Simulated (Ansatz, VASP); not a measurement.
# Two plane-wave programs on AlN

File POSCAR:

```
AlN
1.0
    0.0000000000      2.1849006282      2.1849006282
    2.1849006282      0.0000000000      2.1849006282
    2.1849006282      2.1849006282      0.0000000000
Al N
1 1
Direct
    0.0000000000      0.0000000000      0.0000000000
    0.8644216798      0.6355783202      0.6355783202
```

INCAR.step1

```
  PREC = Accurate
  ENCUT = 520
  ISMEAR = 0
  SIGMA = 0.05
  LREAL = False
  LASPH = True
  NELM = 80
  NBANDS = 11
  GGA = PE
  ALGO = Normal
  EDIFF = 1E-4
  LWAVE = True
  LCHARG = False
```

INCAR.step2

```
  PREC = Accurate
  ENCUT = 520
  EDIFF = 1E-6
  ISMEAR = 0
  SIGMA = 0.05
  LREAL = False
  LASPH = True
  NELM = 80
  ALGO = Normal
  ISIF = 2
  LWAVE = False
  LCHARG = False
  METAGGA = R2SCAN
  LMIXTAU = True
  NBANDS = 11
  ISTART = 1
```

KPOINTS

```
regular mesh
0
Gamma
  10 10 10
```

Input for Ansatz:

```yaml
crystal:
  lattice:
    - [0.0, 2.1849006282, 2.1849006282]
    - [2.1849006282, 0.0, 2.1849006282]
    - [2.1849006282, 2.1849006282, 0.0]
  atoms:
    - { symbol: Al, position: [0.0, 0.0, 0.0] }
    - { symbol: "N", position: [0.8644216798, 0.6355783202, 0.6355783202] }
basis:
  ecutwfc: 500
kpoints:
  mp_grid: { grid: [10, 10, 10] }
hamiltonian:
  xc: r2scan
scf:
  occupations: { method: gaussian, width: 0.05 }
output:
  forces: true
  stress: true
  eigenvalues: true
```

Change from the starting cell: all N atoms moved -0.500 Å, as atom 2 along Cartesian [1 0 0].

Alike in both runs: task single point; functional r2SCAN; k mesh 10 × 10 × 10; occupations gaussian, width 0.05 eV; no spin polarisation.

|  | VASP | Ansatz |
| --- | --- | --- |
| version | VASP 6.6.1 | Ansatz 0.2.0 |
| potentials or method | VASP PAW PBE potentials, release 64 (Al, N), cutoff 520 eV | scalar-relativistic, plane waves, PAW |
| valence electrons in the cell | 8 | 8 |

|  | VASP | Ansatz | Ansatz less VASP |
| --- | --- | --- | --- |
| gap on the k mesh at the Fermi level (eV) | 2.83 | 2.84 | +0.012 |
| least direct gap on the mesh (eV) | 3.37 | 3.35 | -0.016 |
| rms of the force components (eV/Å) | 3.298 | 3.239 | -0.0590 |

VASP's potentials were made for PBE, not for r2SCAN. Atom by atom the forces differ by 0.059 eV/Å (rms over components).
